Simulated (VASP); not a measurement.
Here is a VASP 6.6.1 calculation.

The input INCAR:

```
PREC = Accurate
ENCUT = 520
EDIFF = 1E-7
ISMEAR = 0
SIGMA = 0.1
LREAL = F
LASPH = T
NELM = 100
ALGO = Normal
ISIF = 2
LWAVE = F
LCHARG = F
GGA = PE
NBANDS = 36
```

Contents of KPOINTS:

```
Automatic mesh
0
Gamma
  4 4 4
```

File POSCAR:

```
SrTe7
1.0
   -3.8855183381      3.8855183381      3.8855183381
    3.8855183381     -3.8855183381      3.8855183381
    3.8855183381      3.8855183381     -3.8855183381
Sr Te
1 7
Direct
    0.0000000000      0.0000000000      0.0000000000
    0.0000000000      0.5000000000      0.5000000000
    0.5000000000      0.5000000000      0.0000000000
    0.5000000000      0.0000000000      0.5000000000
    0.0000000000      0.0000000000      0.5000000000
    0.0000000000      0.5000000000      0.0000000000
    0.5000000000      0.0000000000      0.0000000000
    0.5000000000      0.5000000000      0.5000000000
```

Potentials or basis: VASP PAW PBE potentials, release 64 (Sr_sv, Te).

The run is started by

```console
$ cat potpaw_PBE.64/Sr_sv/POTCAR potpaw_PBE.64/Te/POTCAR > POTCAR
$ mpirun -np 1 vasp_std > vasp.out
```

Q: Estimate the band gap on the k mesh.

A: Zero (bands 26 and 27 overlap by 1.47 eV).

Q: Estimate the pressure.

A: 0.3 GPa.

Caveat: spin-orbit coupling is left out, which moves the levels of the heavy elements.
